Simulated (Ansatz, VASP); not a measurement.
## One calculation of MgO, two programs

Contents of INCAR:

```
PREC = Accurate
ENCUT = 520
EDIFF = 1E-6
ISMEAR = 0
SIGMA = 0.02
LREAL = False
LASPH = True
NELM = 100
ALGO = Normal
ISIF = 2
LWAVE = False
LCHARG = False
GGA = PS
NBANDS = 11
```

File KPOINTS:

```
regular mesh
0
Gamma
  10 10 10
```

POSCAR

```
MgO
1.0
    0.0000000000      2.0192283955      2.0192283955
    2.0192283955      0.0000000000      2.0192283955
    2.0192283955      2.0192283955      0.0000000000
Mg O
1 1
Direct
    0.0000000000      0.0000000000      0.0000000000
    0.5000000000      0.5000000000      0.5000000000
```

Input for Ansatz:

```yaml
crystal:
  lattice:
    - [0.0, 2.0192283955, 2.0192283955]
    - [2.0192283955, 0.0, 2.0192283955]
    - [2.0192283955, 2.0192283955, 0.0]
  atoms:
    - { symbol: Mg, position: [0.0, 0.0, 0.0] }
    - { symbol: O, position: [0.5, 0.5, 0.5] }
basis:
  ecutwfc: 420
kpoints:
  mp_grid: { grid: [10, 10, 10] }
hamiltonian:
  xc: pbesol
scf:
  occupations: { method: gaussian, width: 0.02 }
output:
  forces: true
  stress: true
  eigenvalues: true
```

Alike in both runs: task single point; functional PBEsol; k mesh 10 × 10 × 10; occupations gaussian, width 0.02 eV; no spin polarisation.

|  | VASP | Ansatz |
| --- | --- | --- |
| version | VASP 6.6.1 | Ansatz 0.2.0 |
| potentials or method | VASP PAW PBE potentials, release 64 (Mg, O), cutoff 520 eV | scalar-relativistic, plane waves, PAW |
| valence electrons in the cell | 8 | 16 |

VASP gave:

| Property | Result |
| --- | --- |
| gap on the k mesh at the Fermi level (eV) | 5.96 |
| least direct gap on the mesh (eV) | 5.96 |
| pressure (GPa) | 26.0 |

Q: What did Ansatz give for the same quantities?

A: gap on the k mesh at the Fermi level (eV): 5.95; least direct gap on the mesh (eV): 5.95; pressure (GPa): 26.2.

VASP's potentials were made for PBE, not for PBEsol. VASP's potentials hold 8 valence electrons a cell and Ansatz's 16, so a difference there can come from the potentials and not from the codes.
